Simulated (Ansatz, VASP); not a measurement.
# BAs: VASP beside Ansatz

```
B As
1.0
     3.37785    0.00000    0.00000
     1.68892    2.92530    0.00000
     1.68892    0.97510    2.75800
B As
1 1
Direct
  0.00000 0.00000 0.00000
  0.25000 0.25000 0.25000
```

Alike in both runs: task single point; functional PBE; k mesh 5 × 5 × 5; no spin polarisation.

|  | VASP | Ansatz |
| --- | --- | --- |
| version | VASP 6.6.1 | Ansatz 0.2.0 |
| potentials or method | VASP PAW PBE potentials, release 64 (B, As) | plane waves, PAW |
| plane-wave cutoff (eV) | 500 | 420 |
| occupations | gaussian, width 0.01 eV | fixed |
| valence electrons in the cell | 8 | 18 |

|  | VASP | Ansatz | Ansatz less VASP |
| --- | --- | --- | --- |
| gap on the k mesh at the Fermi level (eV) | 1.17 | 1.18 | +0.009 |
| pressure (GPa) | 3.6 | 2.9 | -0.66 |

VASP's potentials hold 8 valence electrons a cell and Ansatz's 18, so a difference there can come from the potentials and not from the codes.

The k mesh is coarse, so the values compare programs but aren't converged.
